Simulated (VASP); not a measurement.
# TiAl2 (Cmmm) in VASP: further runs

The runs below take TiAl2 through single point, with PBEsol.

Everything below comes from runs of VASP 6.6.1. Logs are shortened: lines on timing, memory, paths and dates and some standing lists are left out, and cuts for length are marked.

## Step 1: The cell of the first run

Symmetry: Cmmm, No. 65, orthorhombic system. Conventional cell: a = 3.959 Å, b = 12.094 Å, c = 4.032 Å, α = 90.00°, β = 90.00°, γ = 90.00°. Ti (site symmetry m2m) has 10 Al at 2.68 to 2.92 Å and 3 Ti at 3.14 to 3.60 Å within 3.7 Å. Al (site symmetry mmm) has 4 Ti at 2.68 Å and 8 Al at 2.83 to 2.93 Å within 3.5 Å. Within 3.5 Å of Al (site symmetry m2m) lie 6 Al at 2.67 to 2.93 Å and 6 Ti at 2.84 to 2.92 Å. Al (site symmetry mmm) has 4 Ti at 2.70 Å and 8 Al at 2.83 to 2.91 Å within 3.6 Å.

## Step 2: Single point, PBEsol

INCAR

```
SYSTEM = TiAl2
PREC = Accurate
ENCUT = 520
EDIFF = 1E-6
ISMEAR = -1
SIGMA = 0.5
LREAL = .FALSE.
LASPH = .TRUE.
NELM = 100
ALGO = Fast
ISIF = 2
LWAVE = .FALSE.
LCHARG = .FALSE.
GGA = PS
NBANDS = 27
```

KPOINTS

```
regular mesh
0
G
  10 10 10
  0 0 0
```

POSCAR

```
TiAl2
1.0
    1.9795500000     -6.0472000000      0.0000000000
    1.9795500000      6.0472000000      0.0000000000
    0.0000000000      0.0000000000      4.0315000000
Ti Al
2 4
Direct
    0.6490000000      0.3510000000      0.0000000000
    0.3510000000      0.6490000000      0.0000000000
    0.0000000000      0.0000000000      0.0000000000
    0.8240000000      0.1760000000      0.5000000000
    0.1760000000      0.8240000000      0.5000000000
    0.5000000000      0.5000000000      0.5000000000
```

Potentials or basis: VASP PAW PBE potentials, release 64 (Ti_sv, Al).

The run is started by

```bash
$ cat potpaw_PBE.64/Ti_sv/POTCAR potpaw_PBE.64/Al/POTCAR > POTCAR
$ mpirun -np 1 vasp_std > vasp.out
```

OUTCAR:

```text
SYSTEM = TiAl2
   PREC = Accurate
   ENCUT = 520
   EDIFF = 1E-6
   ISMEAR = -1
   LREAL = .FALSE.
   LASPH = .TRUE.
   NELM = 100
   ISIF = 2
   GGA = PS

 ion  position               nearest neighbor table
   1  0.649  0.351  0.000-   3 2.68   3 2.68   6 2.70   6 2.70   5 2.84   5 2.84   5 2.84   5 2.84
                             4 2.92   4 2.92
   2  0.351  0.649  0.000-   3 2.68   3 2.68   6 2.70   6 2.70   4 2.84   4 2.84   4 2.84   4 2.84
                             5 2.92   5 2.92
   3  0.000  0.000  0.000-   1 2.68   2 2.68   1 2.68   2 2.68   6 2.83   6 2.83   6 2.83   6 2.83
                             4 2.93   4 2.93   5 2.93   5 2.93
   4  0.824  0.176  0.500-   5 2.67   5 2.67   2 2.84   2 2.84   2 2.84   2 2.84   6 2.91   6 2.91
                             1 2.92   1 2.92   3 2.93   3 2.93
   5  0.176  0.824  0.500-   4 2.67   4 2.67   1 2.84   1 2.84   1 2.84   1 2.84   6 2.91   6 2.91
                             2 2.92   2 2.92   3 2.93   3 2.93
   6  0.500  0.500  0.500-   1 2.70   2 2.70   1 2.70   2 2.70   3 2.83   3 2.83   3 2.83   3 2.83
                             5 2.91   4 2.91   5 2.91   4 2.91

  LATTYP: Found a base centered orthorhombic cell.
 ALAT       =     3.9591000000
 B/A-ratio  =     3.0548356950
 C/A-ratio  =     1.0182869844

  Lattice vectors:

 A1 = (   1.9795500000,  -6.0472000000,   0.0000000000)
 A2 = (   1.9795500000,   6.0472000000,   0.0000000000)
 A3 = (   0.0000000000,   0.0000000000,   4.0315000000)

Analysis of symmetry for initial positions (statically):
=====================================================================
 Subroutine PRICEL returns:
 Original cell was already a primitive cell.

 Routine SETGRP: Setting up the symmetry group for a
 base centered orthorhombic supercell.

 Subroutine GETGRP returns: Found  8 space group operations
 (whereof  8 operations were pure point group operations)
 out of a pool of  8 trial point group operations.

The static configuration has the point symmetry D_2h.

Analysis of symmetry for dynamics (positions and initial velocities):
=====================================================================
 Subroutine PRICEL returns:
 Original cell was already a primitive cell.

 Routine SETGRP: Setting up the symmetry group for a
 base centered orthorhombic supercell.

 Subroutine GETGRP returns: Found  8 space group operations
 (whereof  8 operations were pure point group operations)
 out of a pool of  8 trial point group operations.

The dynamic configuration has the point symmetry D_2h.

 Subroutine INISYM returns: Found  8 space group operations
 (whereof  8 operations are pure point group operations),
 and found     1 'primitive' translations

----------------------------------------------------------------------------------------

                                     Primitive cell

  volume of cell :      96.5200

  direct lattice vectors                    reciprocal lattice vectors
     1.979550000 -6.047200000  0.000000000     0.252582658 -0.082682895  0.000000000
     1.979550000  6.047200000  0.000000000     0.252582658  0.082682895  0.000000000
     0.000000000  0.000000000  4.031500000     0.000000000  0.000000000  0.248046633

  length of vectors
     6.362958906  6.362958906  4.031500000     0.265771443  0.265771443  0.248046633

  position of ions in fractional coordinates (direct lattice)
     0.649000000  0.351000000  0.000000000
     0.351000000  0.649000000  0.000000000
     0.000000000  0.000000000  0.000000000
     0.824000000  0.176000000  0.500000000
     0.176000000  0.824000000  0.500000000
     0.500000000  0.500000000  0.500000000

  ion indices of the primitive-cell ions
   primitive index   ion index
                 1           1
                 2           2
                 3           3
                 4           4
                 5           5
                 6           6

----------------------------------------------------------------------------------------

 KPOINTS: regular mesh

Automatic generation of k-mesh.
 Grid dimensions read from file:
 generate k-points for:   10   10   10

 Generating k-lattice:

  Cartesian coordinates                     Fractional coordinates (reciprocal lattice)
     0.025258266 -0.008268289  0.000000000     0.100000000  0.000000000  0.000000000
     0.025258266  0.008268289  0.000000000     0.000000000  0.100000000  0.000000000
     0.000000000  0.000000000  0.024804663     0.000000000  0.000000000  0.100000000

  Length of vectors
     0.026577144  0.026577144  0.024804663

  Shift w.r.t. Gamma in fractional coordinates (k-lattice)
     0.000000000  0.000000000  0.000000000

 Subroutine IBZKPT returns following result:
 ===========================================

 Found    186 irreducible k-points:

 Following reciprocal coordinates:
            Coordinates               Weight
  0.000000  0.000000  0.000000      1.000000
  0.100000  0.000000  0.000000      4.000000
  0.200000  0.000000  0.000000      4.000000
  0.300000  0.000000  0.000000      4.000000
  0.400000  0.000000  0.000000      4.000000
  0.500000  0.000000  0.000000      2.000000
[... 16 lines left out ...]
  0.300000  0.300000  0.000000      2.000000
  0.400000  0.300000  0.000000      4.000000
 [... further k-points ...]
   k-points           NKPTS =    186   k-points in BZ     NKDIM =    186   number of bands    NBANDS=     27
   number of dos      NEDOS =    301   number of ions     NIONS =      6
   total plane-waves  NPLWV =  69120
   dimension x,y,z NGX =    48 NGY =   48 NGZ =   30
   dimension x,y,z NGXF=    96 NGYF=   96 NGZF=   60
   ions per type =               2   4
   NGX,Y,Z   is equivalent  to a cutoff of  12.54, 12.54, 12.37 a.u.
   NGXF,Y,Z  is equivalent  to a cutoff of  25.08, 25.08, 24.74 a.u.
 SYSTEM =  TiAl2
   PREC   = accura    normal or accurate (medium, high low for compatibility)
   ISTART =      0    job   : 0-new  1-cont  2-samecut
   ICHARG =      2    charge: 1-file 2-atom 10-const
   ISPIN  =      1    spin polarized calculation?
   LNONCOLLINEAR =      F non collinear calculations
   LSORBIT =      F    spin-orbit coupling
   LASPH  =      T    aspherical Exc in radial PAW
   ENCUT  =  520.0 eV  38.22 Ry    6.18 a.u.  11.83 11.83  7.50*2*pi/ulx,y,z
   NELM   =    100;   NELMIN=  2; NELMDL= -5     # of ELM steps
   EDIFF  = 0.1E-05   stopping-criterion for ELM
   LREAL  =      F    real-space projection
   EDIFFG = 0.1E-04   stopping-criterion for IOM
   NSW    =      0    number of steps for IOM
   IBRION =     -1    ionic relax: 0-MD 1-quasi-New 2-CG
   NFREE  =      0    steps in history (QN), initial steepest desc. (CG)
   ISIF   =      2    stress and relaxation
   ISYM   =      2    0-nonsym 1-usesym 2-fastsym
   POTIM  = 0.5000    time-step for ionic-motion
   TEBEG  =    0.0;   TEEND  =   0.0 temperature during run
   PSTRESS=    0.0 pullay stress
   NELECT =      36.0000    total number of electrons
   NUPDOWN=      -1.0000    fix difference up-down
   EMIN   =  10.00;   EMAX   =-10.00  energy-range for DOS
   EFERMI =   0.00;   METHOD = LEGACY
   ISMEAR =    -1;   SIGMA  =   0.50  broadening in eV -4-tet -1-fermi 0-gaus
   EFERMI_NEDOS =   21; number of points for ismear=-14 and -15
   IALGO  =     68    algorithm
   IMIX   =      4    mixing-type and parameters
     AMIX     =   0.40;   BMIX     =  1.00
     AMIX_MAG =   1.60;   BMIX_MAG =  1.00
  volume/ion in A,a.u.               =      16.09       108.56
  Fermi-wavevector in a.u.,A,eV,Ry     =   1.178428  2.226907 18.894320  1.388693
  Thomas-Fermi vector in A             =   2.314757
   LORBIT       =      0    0 simple, 1 ext, 2 COOP (PROOUT), +10 PAW based schemes
   GGA     = PS    functional components
   LHFCALC =     F    Hartree Fock is set to
   AEXX    =    0.0000 exact exchange contribution
   IVDW    =     0    specifies the selected vdW correction
   LEPSILON=     F    determine dielectric tensor
   LRPA    =     F    only Hartree local field effects (RPA)
 non-spin polarized calculation
 RMM-DIIS sequential band-by-band and
  energy-cutoff  :      520.00
  volume of cell :       96.52
 maximum number of plane-waves:      2638
   NGX = 23   NGY = 23   NGZ = 15

 number of electron      36.0000003 magnetization

 Free energy of the ion-electron system (eV)
  ---------------------------------------------------
  ext. energy  EPLUGINS =         0.00000000
  ---------------------------------------------------
  free energy    TOTEN  =       -36.97167352 eV

  energy without entropy =      -33.83870472  energy(sigma->0) =      -35.40518912

 E-fermi :   8.3112     XC(G=0): -10.8874

 val. band max:        8.3085119662   @ k =  -0.4000   0.4000   0.5000
 cond. band min:       8.3144134344   @ k =  -0.4000   0.2000   0.5000
 fundamental gap:      0.0059014681
 Fermi energy:         8.3111659007

 k-point     1 :       0.0000    0.0000    0.0000
  band No.  band energies     occupation
      1     -48.0231      2.00000
      2     -48.0053      2.00000
      3     -24.4601      2.00000
      4     -24.4527      2.00000
      5     -24.4387      2.00000
      6     -24.4306      2.00000
[... 19 lines left out ...]
     26      11.9233      0.00146
     27      12.0580      0.00111

 k-point     2 :       0.1000    0.0000    0.0000
  band No.  band energies     occupation
      1     -48.0226      2.00000
      2     -48.0056      2.00000
      3     -24.4598      2.00000
      4     -24.4521      2.00000
      5     -24.4411      2.00000
      6     -24.4310      2.00000
[... 19 lines left out ...]
     26      12.1348      0.00095
     27      12.3794      0.00059

 k-point     3 :       0.2000    0.0000    0.0000
  band No.  band energies     occupation
      1     -48.0211      2.00000
      2     -48.0067      2.00000
      3     -24.4598      2.00000
      4     -24.4502      2.00000
      5     -24.4471      2.00000
      6     -24.4322      2.00000
[... 19 lines left out ...]
     26      12.3184      0.00066
     27      13.2368      0.00011

 k-point     4 :       0.3000    0.0000    0.0000
  band No.  band energies     occupation
      1     -48.0189      2.00000
      2     -48.0084      2.00000
      3     -24.4618      2.00000
      4     -24.4538      2.00000
      5     -24.4473      2.00000
      6     -24.4342      2.00000
[... 19 lines left out ...]
     26      12.0785      0.00107
     27      13.2351      0.00011

 k-point     5 :       0.4000    0.0000    0.0000
  band No.  band energies     occupation
      1     -48.0163      2.00000
      2     -48.0106      2.00000
      3     -24.4651      2.00000
      4     -24.4586      2.00000
      5     -24.4440      2.00000
      6     -24.4368      2.00000
[... 19 lines left out ...]
     26      11.6919      0.00231
     27      12.5248      0.00044

 k-point     6 :       0.5000    0.0000    0.0000
  band No.  band energies     occupation
      1     -48.0142      2.00000
      2     -48.0126      2.00000
      3     -24.4667      2.00000
      4     -24.4603      2.00000
      5     -24.4414      2.00000
      6     -24.4390      2.00000
[... 444 lines left out ...]
      1     -48.0218      2.00000
      2     -48.0064      2.00000
      3     -24.4510      2.00000
      4     -24.4494      2.00000
      5     -24.4421      2.00000
      6     -24.4321      2.00000
[... 19 lines left out ...]
     26      11.6468      0.00253
     27      12.3467      0.00062

 k-point    22 :      -0.2000    0.2000    0.0000
  band No.  band energies     occupation
      1     -48.0225      2.00000
      2     -48.0058      2.00000
      3     -24.4521      2.00000
      4     -24.4520      2.00000
      5     -24.4395      2.00000
      6     -24.4314      2.00000
[... 19 lines left out ...]
     26      11.6265      0.00263
     27      12.0378      0.00116

 k-point    23 :       0.3000    0.3000    0.0000
  band No.  band energies     occupation
      1     -48.0152      2.00000
      2     -48.0118      2.00000
      3     -24.4669      2.00000
      4     -24.4535      2.00000
      5     -24.4422      2.00000
      6     -24.4385      2.00000
[... 19 lines left out ...]
     26      11.3749      0.00435
     27      11.8891      0.00156

 k-point    24 :       0.4000    0.3000    0.0000
  band No.  band energies     occupation
      1     -48.0177      2.00000
      2     -48.0097      2.00000
      3     -24.4607      2.00000
      4     -24.4470      2.00000
      5     -24.4454      2.00000
      6     -24.4361      2.00000
[... 19 lines left out ...]
     26      11.5004      0.00339
     27      11.5971      0.00279

 [... further k-points ...]

------------------------ aborting loop because EDIFF is reached ----------------------------------------

  FORCE on cell =-STRESS in cart. coord.  units (eV):
  Direction    XX          YY          ZZ          XY          YZ          ZX
  --------------------------------------------------------------------------------------
  -------------------------------------------------------------------------------------
  Total        0.4364233      0.6908268     -1.0250621     -0.0000000      0.0000000      0.0000000
  in kB        7.2443763     11.4673299    -17.0154439     -0.0000000      0.0000000      0.0000000
  external PRESSURE =       0.5654208 kB  Pullay stress =       0.0000000 kB

 VOLUME and BASIS-vectors are now :
 -----------------------------------------------------------------------------
  energy-cutoff  :      520.00
  volume of cell :       96.52
      direct lattice vectors                 reciprocal lattice vectors
     1.979550000 -6.047200000  0.000000000     0.252582658 -0.082682895  0.000000000
     1.979550000  6.047200000  0.000000000     0.252582658  0.082682895  0.000000000
     0.000000000  0.000000000  4.031500000     0.000000000  0.000000000  0.248046633

 POSITION                                       TOTAL-FORCE (eV/Angst)
 -----------------------------------------------------------------------------------
      1.97955     -1.80207      0.00000        -0.000000     -0.819042      0.000000
      1.97955      1.80207      0.00000        -0.000000      0.819042     -0.000000
      0.00000      0.00000      0.00000        -0.000000     -0.000000      0.000000
      1.97955     -3.91859      2.01575        -0.000000     -0.284582      0.000000
      1.97955      3.91859      2.01575        -0.000000      0.284582      0.000000
      1.97955      0.00000      2.01575         0.000000     -0.000000      0.000000
 -----------------------------------------------------------------------------------
    total drift:                                0.000000     -0.000000      0.000000

  FREE ENERGIE OF THE ION-ELECTRON SYSTEM (eV)
  ---------------------------------------------------
  free  energy   TOTEN  =       -36.9716735154 eV

  energy  without entropy=      -33.8387047215  energy(sigma->0) =      -35.40518912
```

Run time: 39 min. Hardware: 1 thread of Intel Xeon Platinum 8488C (Sapphire Rapids), shared host; peak memory 0.54 GiB.

What came out:

```
Free energy            : -36.9717 eV
Pressure               : 0.1 GPa
Largest force          : 0.819 eV/Å
Band gap on the k mesh : zero (bands 18 and 19 overlap by 1.06 eV)
```

Forces on the atoms (eV/Å):
```
Ti   0.000 -0.819  0.000
Ti   0.000  0.819  0.000
Al   0.000  0.000  0.000
Al   0.000 -0.285  0.000
Al   0.000  0.285  0.000
Al   0.000  0.000  0.000
```

Caveat: so wide a smearing shifts energies and pressures; the PAW data sets were made with another functional, which shifts forces and pressure a little.

[end of part 1 of 2]
